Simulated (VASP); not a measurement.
# Al32N (a cell with a defect) in VASP: single point with LDA

Aim: the single point of Al32N (a cell with a defect) with LDA.

Everything below comes from runs of VASP 6.6.1. Logs are shortened: lines on timing, memory, paths and dates and some standing lists are left out, and cuts for length are marked.

**1. The cell of the first run**

The cell holds a defect, 33 atoms: a = 8.100 Å, b = 8.100 Å, c = 8.100 Å, α = 90.00°, β = 90.00°, γ = 90.00°.

**2. Single point, LDA**

The input, INCAR:

```
  ALGO = Normal
  EDIFF = 1E-6
  ENCUT = 520
  ISIF = 2
  ISMEAR = 0
  LASPH = T
  LCHARG = F
  LREAL = Auto
  LWAVE = F
  NBANDS = 72
  NELM = 60
  PREC = Accurate
  SIGMA = 0.15
```

The input, KPOINTS:

```
k-points
0
Gamma
  3 3 3
```

The input, POSCAR:

```
Al32N
1.0
    8.1000000000      0.0000000000      0.0000000000
    0.0000000000      8.1000000000      0.0000000000
    0.0000000000      0.0000000000      8.1000000000
Al N
32 1
Direct
    0.4999577657      0.0000351001     -0.0042156131
    0.7510541290      0.2510885588     -0.0011084963
    0.7539137959      0.0000347486      0.2499176642
   -0.0000317501      0.0000230182     -0.0021508408
    0.2488676587      0.2511291585     -0.0011492580
    0.4999723285      0.5000263810     -0.0021507029
    0.7510207718      0.7489761752     -0.0010755940
    0.2458917353      0.0000352249      0.2499165440
    0.4999576121      0.2540910199      0.2499165289
    0.7520363150      0.5000268313      0.2499456232
    0.4999589430      0.0000341077      0.5038154583
    0.7509690174      0.2510049070      0.5009525555
    0.7520376689      0.0000230993      0.7499362771
   -0.0000478947      0.5000397155      0.0002099976
    0.2489011580      0.7489357170     -0.0011156202
   -0.0000318531      0.2521066480      0.2499458372
    0.2478870056      0.5000264499      0.2499458485
    0.4999580825      0.7460698410      0.2499174775
   -0.0000326299      0.0000231852      0.5019978141
    0.2489534128      0.2510433992      0.5009927061
    0.4999721200      0.5000271112      0.5019977008
    0.7509377217      0.7490589848      0.5009204661
    0.2478855200      0.0000230138      0.7499372643
    0.4999723327      0.2521079906      0.7499372056
    0.7496995850      0.5000385504      0.7499065332
   -0.0000322332      0.7479569999      0.2499456517
   -0.0000455226      0.5000377515      0.4996686327
    0.2489851950      0.7490209763      0.5009595395
   -0.0000475878      0.2497559662      0.7499042884
    0.2502389441      0.5000395155      0.7499041585
    0.4999722439      0.7479557538      0.7499363902
   -0.0000466252      0.7502951116      0.7499062519
    0.4998284140      0.0001416078      0.2496395403
```

Potentials or basis: VASP PAW LDA potentials, release 64 (Al, N).

Started as:

```bash
$ cat potpaw_LDA.64/Al/POTCAR potpaw_LDA.64/N/POTCAR > POTCAR
$ mpirun -np 1 vasp_std > vasp.out
```

OUTCAR:

```text
EDIFF = 1E-6
   ENCUT = 520
   ISIF = 2
   ISMEAR = 0
   LASPH = T
   LREAL = Auto
   NELM = 60
   PREC = Accurate

 ion  position               nearest neighbor table
   1  0.500  0.000  0.996-  33 2.06  23 2.85  24 2.85  31 2.85  13 2.85   7 2.88   2 2.88  15 2.88
                             5 2.88   3 2.91  18 2.91   9 2.91   8 2.91
   2  0.751  0.251  0.999-  14 2.85  29 2.85  25 2.85  16 2.86   4 2.86  10 2.86   6 2.86  13 2.86
                            24 2.86   3 2.88   9 2.88   1 2.88
   3  0.754  0.000  0.250-  33 2.06   4 2.85  16 2.85  26 2.85  19 2.85  22 2.88  12 2.88   7 2.88
                             2 2.88  11 2.91  18 2.91   9 2.91   1 2.91
   4  1.000  0.000  0.998-  23 2.84  13 2.84  32 2.85  29 2.85   8 2.85   3 2.85   2 2.86   7 2.86
                             5 2.86  15 2.86  26 2.89  16 2.89
   5  0.249  0.251  0.999-  14 2.85  30 2.85  29 2.85  17 2.86  16 2.86   6 2.86   4 2.86  24 2.86
                            23 2.86   9 2.88   8 2.88   1 2.88
   6  0.500  0.500  0.998-  24 2.84  31 2.84  25 2.85  30 2.85   9 2.85  18 2.85  15 2.86   7 2.86
                             5 2.86   2 2.86  10 2.89  17 2.89
   7  0.751  0.749  0.999-  14 2.85  32 2.85  25 2.85  26 2.86  10 2.86   4 2.86   6 2.86  13 2.86
                            31 2.86   3 2.88  18 2.88   1 2.88
   8  0.246  0.000  0.250-  33 2.06   4 2.85  16 2.85  26 2.85  19 2.85  28 2.88  20 2.88  15 2.88
                             5 2.88  11 2.91  18 2.91   9 2.91   1 2.91
   9  0.500  0.254  0.250-  33 2.06   6 2.85  17 2.85  10 2.85  21 2.85  12 2.88  20 2.88   2 2.88
[... 32 lines left out ...]
                            27 2.87  32 2.87  29 2.87  14 2.87
  26  1.000  0.748  0.250-  17 2.84  10 2.84  27 2.85  14 2.85   8 2.85   3 2.85   7 2.86  15 2.86
                            22 2.86  28 2.86  19 2.89   4 2.89
  27  1.000  0.500  0.500-  10 2.85  26 2.85  16 2.85  17 2.85  20 2.85  28 2.85  12 2.85  22 2.85
                            25 2.87  32 2.87  29 2.87  30 2.87
  28  0.249  0.749  0.501-  30 2.85  32 2.85  27 2.85  31 2.86  23 2.86  21 2.86  17 2.86  19 2.86
                            26 2.86  11 2.88  18 2.88   8 2.88
  29  1.000  0.250  0.750-  19 2.85  13 2.85  23 2.85   4 2.85   5 2.85   2 2.85  20 2.85  12 2.85
                            27 2.87  25 2.87  30 2.87  14 2.87
  30  0.250  0.500  0.750-  21 2.85  31 2.85  24 2.85   6 2.85   5 2.85  15 2.85  20 2.85  28 2.85
                            27 2.87  32 2.87  29 2.87  14 2.87
  31  0.500  0.748  0.750-   6 2.84  21 2.84  25 2.85  30 2.85   1 2.85  11 2.85  28 2.86  22 2.86
                            15 2.86   7 2.86  13 2.89  23 2.89
  32  1.000  0.750  0.750-  19 2.85  13 2.85  23 2.85   4 2.85  15 2.85   7 2.85  28 2.85  22 2.85
                            27 2.87  25 2.87  30 2.87  14 2.87
  33  0.500  0.000  0.250-   1 2.06   8 2.06   9 2.06  18 2.06   3 2.06  11 2.06

  LATTYP: Found a simple cubic cell.
 ALAT       =     8.1000000000

  Lattice vectors:

 A1 = (   8.1000000000,   0.0000000000,   0.0000000000)
 A2 = (   0.0000000000,   8.1000000000,   0.0000000000)
 A3 = (   0.0000000000,   0.0000000000,   8.1000000000)

Analysis of symmetry for initial positions (statically):
=====================================================================
 Subroutine PRICEL returns:
 Original cell was already a primitive cell.

 Routine SETGRP: Setting up the symmetry group for a
 simple cubic supercell.

 Subroutine GETGRP returns: Found  1 space group operations
 (whereof  1 operations were pure point group operations)
 out of a pool of 48 trial point group operations.

The static configuration has the point symmetry C_1 .

Analysis of symmetry for dynamics (positions and initial velocities):
=====================================================================
 Subroutine PRICEL returns:
 Original cell was already a primitive cell.

 Routine SETGRP: Setting up the symmetry group for a
 simple cubic supercell.

 Subroutine GETGRP returns: Found  1 space group operations
 (whereof  1 operations were pure point group operations)
 out of a pool of 48 trial point group operations.

The dynamic configuration has the point symmetry C_1 .

 Subroutine INISYM returns: Found  1 space group operations
 (whereof  1 operations are pure point group operations),
 and found     1 'primitive' translations

----------------------------------------------------------------------------------------

                                     Primitive cell

  volume of cell :     531.4410

  direct lattice vectors                    reciprocal lattice vectors
     8.100000000  0.000000000  0.000000000     0.123456790  0.000000000  0.000000000
     0.000000000  8.100000000  0.000000000     0.000000000  0.123456790  0.000000000
     0.000000000  0.000000000  8.100000000     0.000000000  0.000000000  0.123456790

  length of vectors
     8.100000000  8.100000000  8.100000000     0.123456790  0.123456790  0.123456790

  position of ions in fractional coordinates (direct lattice)
     0.499957766  0.000035100  0.995784387
     0.751054129  0.251088559  0.998891504
     0.753913796  0.000034749  0.249917664
     0.999968250  0.000023018  0.997849159
     0.248867659  0.251129158  0.998850742
     0.499972329  0.500026381  0.997849297
[... 25 lines left out ...]
     0.999953375  0.750295112  0.749906252
     0.499828414  0.000141608  0.249639540

  ion indices of the primitive-cell ions
   primitive index   ion index
                 1           1
                 2           2
                 3           3
                 4           4
                 5           5
                 6           6
[... 25 lines left out ...]
                32          32
                33          33

----------------------------------------------------------------------------------------

 KPOINTS: k-points

Automatic generation of k-mesh.
 Grid dimensions read from file:
 generate k-points for:    3    3    3

 Generating k-lattice:

  Cartesian coordinates                     Fractional coordinates (reciprocal lattice)
     0.041152263  0.000000000  0.000000000     0.333333333  0.000000000  0.000000000
     0.000000000  0.041152263  0.000000000     0.000000000  0.333333333  0.000000000
     0.000000000  0.000000000  0.041152263     0.000000000  0.000000000  0.333333333

  Length of vectors
     0.041152263  0.041152263  0.041152263

  Shift w.r.t. Gamma in fractional coordinates (k-lattice)
     0.000000000  0.000000000  0.000000000

 Subroutine IBZKPT returns following result:
 ===========================================

 Found     14 irreducible k-points:

 Following reciprocal coordinates:
            Coordinates               Weight
  0.000000  0.000000  0.000000      1.000000
  0.333333  0.000000  0.000000      2.000000
  0.000000  0.333333  0.000000      2.000000
  0.000000  0.000000  0.333333      2.000000
  0.333333  0.333333  0.000000      2.000000
  0.000000  0.333333  0.333333      2.000000
  0.333333  0.000000  0.333333      2.000000
 -0.333333  0.333333  0.000000      2.000000
 -0.333333  0.000000  0.333333      2.000000
  0.000000 -0.333333  0.333333      2.000000
  0.333333  0.333333  0.333333      2.000000
 -0.333333  0.333333  0.333333      2.000000
 -0.333333 -0.333333  0.333333      2.000000
  0.333333 -0.333333  0.333333      2.000000
   k-points           NKPTS =     14   k-points in BZ     NKDIM =     14   number of bands    NBANDS=     72
   number of dos      NEDOS =    301   number of ions     NIONS =     33
   total plane-waves  NPLWV = 216000
   dimension x,y,z NGX =    60 NGY =   60 NGZ =   60
   dimension x,y,z NGXF=   120 NGYF=  120 NGZF=  120
   ions per type =              32   1
   NGX,Y,Z   is equivalent  to a cutoff of  12.31, 12.31, 12.31 a.u.
   NGXF,Y,Z  is equivalent  to a cutoff of  24.63, 24.63, 24.63 a.u.
 SYSTEM =  unknown system
   PREC   = accura    normal or accurate (medium, high low for compatibility)
   ISTART =      0    job   : 0-new  1-cont  2-samecut
   ICHARG =      2    charge: 1-file 2-atom 10-const
   ISPIN  =      1    spin polarized calculation?
   LNONCOLLINEAR =      F non collinear calculations
   LSORBIT =      F    spin-orbit coupling
   LASPH  =      T    aspherical Exc in radial PAW
   ENCUT  =  520.0 eV  38.22 Ry    6.18 a.u.  15.06 15.06 15.06*2*pi/ulx,y,z
   NELM   =     60;   NELMIN=  2; NELMDL= -5     # of ELM steps
   EDIFF  = 0.1E-05   stopping-criterion for ELM
   LREAL  =      T    real-space projection
   EDIFFG = 0.1E-04   stopping-criterion for IOM
   NSW    =      0    number of steps for IOM
   IBRION =     -1    ionic relax: 0-MD 1-quasi-New 2-CG
   NFREE  =      0    steps in history (QN), initial steepest desc. (CG)
   ISIF   =      2    stress and relaxation
   ISYM   =      2    0-nonsym 1-usesym 2-fastsym
   POTIM  = 0.5000    time-step for ionic-motion
   TEBEG  =    0.0;   TEEND  =   0.0 temperature during run
   PSTRESS=    0.0 pullay stress
   NELECT =     101.0000    total number of electrons
   NUPDOWN=      -1.0000    fix difference up-down
   EMIN   =  10.00;   EMAX   =-10.00  energy-range for DOS
   EFERMI =   0.00;   METHOD = LEGACY
   ISMEAR =     0;   SIGMA  =   0.15  broadening in eV -4-tet -1-fermi 0-gaus
   EFERMI_NEDOS =   21; number of points for ismear=-14 and -15
   IALGO  =     38    algorithm
   IMIX   =      4    mixing-type and parameters
     AMIX     =   0.40;   BMIX     =  1.00
     AMIX_MAG =   1.60;   BMIX_MAG =  1.00
  volume/ion in A,a.u.               =      16.10       108.68
  Fermi-wavevector in a.u.,A,eV,Ry     =   0.941233  1.778672 12.053656  0.885919
  Thomas-Fermi vector in A             =   2.068723
   LORBIT       =      0    0 simple, 1 ext, 2 COOP (PROOUT), +10 PAW based schemes
   GGA     = CA    functional components
   LHFCALC =     F    Hartree Fock is set to
   AEXX    =    0.0000 exact exchange contribution
   IVDW    =     0    specifies the selected vdW correction
   LEPSILON=     F    determine dielectric tensor
   LRPA    =     F    only Hartree local field effects (RPA)
 non-spin polarized calculation
 Gauss-broadening in eV      SIGMA  =   0.15
  energy-cutoff  :      520.00
  volume of cell :      531.44
 maximum number of plane-waves:     14358
   NGX = 31   NGY = 31   NGZ = 31

 number of electron     101.0000001 magnetization

 Free energy of the ion-electron system (eV)
  ---------------------------------------------------
  ext. energy  EPLUGINS =         0.00000000
  ---------------------------------------------------
  free energy    TOTEN  =      -143.93263008 eV

  energy without entropy =     -143.80796972  energy(sigma->0) =     -143.87029990

 E-fermi :   7.7682     XC(G=0): -10.3925

 val. band max:        7.6736627955   @ k =   0.3333   0.3333   0.0000
 cond. band min:       7.7968413163   @ k =   0.3333   0.3333   0.0000
 fundamental gap:      0.1231785208
 Fermi energy:         7.7681702020

 k-point     1 :       0.0000    0.0000    0.0000
  band No.  band energies     occupation
      1      -8.6164      2.00000
      2      -3.0172      2.00000
      3      -1.2233      2.00000
      4      -1.2233      2.00000
      5      -1.2233      2.00000
      6      -0.9942      2.00000
[... 899 lines left out ...]
     61       9.5080      0.00000
     62       9.6582      0.00000
 [bands above 62 left out]

------------------------ aborting loop because EDIFF is reached ----------------------------------------

  FORCE on cell =-STRESS in cart. coord.  units (eV):
  Direction    XX          YY          ZZ          XY          YZ          ZX
  --------------------------------------------------------------------------------------
  -------------------------------------------------------------------------------------
  Total      -11.0804163    -11.0806143    -11.0795776     -0.0001842      0.0011712     -0.0011130
  in kB      -33.4050097    -33.4056068    -33.4024812     -0.0005553      0.0035309     -0.0033555
  external PRESSURE =     -33.4043659 kB  Pullay stress =       0.0000000 kB

 VOLUME and BASIS-vectors are now :
 -----------------------------------------------------------------------------
  energy-cutoff  :      520.00
  volume of cell :      531.44
      direct lattice vectors                 reciprocal lattice vectors
     8.100000000  0.000000000  0.000000000     0.123456790  0.000000000  0.000000000
     0.000000000  8.100000000  0.000000000     0.000000000  0.123456790  0.000000000
     0.000000000  0.000000000  8.100000000     0.000000000  0.000000000  0.123456790

 POSITION                                       TOTAL-FORCE (eV/Angst)
 -----------------------------------------------------------------------------------
      4.04966      0.00028      8.06585        -0.000255      0.000203     -0.003190
      6.08354      2.03382      8.09102        -0.003137     -0.002726      0.002493
      6.10670      0.00028      2.02433         0.005720      0.000413     -0.000975
      8.09974      0.00019      8.08258        -0.000090      0.000035      0.004993
      2.01583      2.03415      8.09069         0.003172     -0.003215      0.002999
      4.04978      4.05021      8.08258        -0.000049      0.000070      0.004991
[... 25 lines left out ...]
      8.09962      6.07739      6.07424         0.000089     -0.000048      0.000238
      4.04861      0.00115      2.02208         0.000983     -0.000794      0.002259
 -----------------------------------------------------------------------------------
    total drift:                                0.004834     -0.003843      0.007411

  FREE ENERGIE OF THE ION-ELECTRON SYSTEM (eV)
  ---------------------------------------------------
  free  energy   TOTEN  =      -143.9326300761 eV

  energy  without entropy=     -143.8079697185  energy(sigma->0) =     -143.87029990
```

It took 14 min on 1 thread of Intel Xeon Platinum 8175M at 2.50GHz (Skylake/Cascade Lake), shared host; peak memory 0.58 GiB.

Results:

| Property | Result |
| --- | --- |
| Free energy | -143.9326 eV |
| Pressure | -3.3 GPa |
| Largest force | 0.006 eV/Å |
| Band gap on the k mesh | zero (an odd number of electrons rules out a gap without spin polarisation) |

Forces on the atoms (eV/Å):
```
Al   0.000  0.000 -0.003
Al  -0.003 -0.003  0.002
Al   0.006  0.000 -0.001
Al   0.000  0.000  0.005
Al   0.003 -0.003  0.003
Al   0.000  0.000  0.005
Al  -0.003  0.003  0.002
Al  -0.004  0.000 -0.001
Al   0.000  0.005 -0.001
Al  -0.005  0.000  0.000
Al  -0.001  0.001  0.005
Al  -0.003 -0.003 -0.003
Al  -0.005  0.000  0.000
Al   0.000  0.000  0.000
Al   0.003  0.003  0.003
Al   0.000 -0.005  0.000
Al   0.005  0.000  0.000
Al   0.000 -0.006 -0.001
Al   0.000  0.000 -0.005
Al   0.002 -0.002 -0.003
Al   0.000  0.000 -0.005
Al  -0.003  0.003 -0.003
Al   0.005  0.000  0.000
Al   0.000 -0.005  0.000
Al   0.000  0.000  0.000
Al   0.000  0.005  0.000
Al   0.000  0.000  0.000
Al   0.003  0.003 -0.003
Al   0.000  0.000  0.000
Al   0.000  0.000  0.000
Al   0.000  0.005  0.000
Al   0.000  0.000  0.000
N    0.001 -0.001  0.002
```

Levels at points of the mesh, in eV from the Fermi level:
```csv
k point,band 47,band 48,band 49,band 50,band 51,band 52,band 53,band 54
"(0.00, 0.00, 0.00)",0.07,0.07,0.07,0.26,0.26,0.29,0.29,0.29
```
